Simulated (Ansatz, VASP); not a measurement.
# AlN in VASP and in Ansatz

```
Al N
1.0
     0.00000    2.23965    2.16316
     2.16316    0.00000    2.16316
     2.16316    2.23965    0.00000
Al N
1 1
Cartesian
  0.0390 0.0000 0.0000
  3.1696 3.3595 3.2447
```

Change from the starting cell: mode 4 frozen in at -0.076 Å, strain +e along z and -e/2 along x and y +0.0233.

Alike in both runs: task single point; functional PBEsol; k mesh 10 × 10 × 10; occupations gaussian, width 0.05 eV; no spin polarisation.

|  | VASP | Ansatz |
| --- | --- | --- |
| version | VASP 6.6.1 | Ansatz 0.2.0 |
| potentials or method | VASP PAW PBE potentials, release 64 (Al, N), cutoff 520 eV | scalar-relativistic, plane waves, PAW |
| valence electrons in the cell | 8 | 8 |

|  | VASP | Ansatz | Ansatz less VASP |
| --- | --- | --- | --- |
| gap on the k mesh at the Fermi level (eV) | 2.86 | 2.86 | +0.008 |
| least direct gap on the mesh (eV) | 3.78 | 3.76 | -0.016 |
| pressure (GPa) | 1.5 | 1.5 | -0.04 |
| traceless stress, the component that is largest in VASP (GPa) | -8.05 | -7.92 | +0.124 |
| rms of the force components (eV/Å) | 0.918 | 0.911 | -0.0071 |

VASP's potentials were made for PBE, not for PBEsol, and Ansatz warns of the same on its side. Atom by atom the forces differ by 0.007 eV/Å (rms over components).
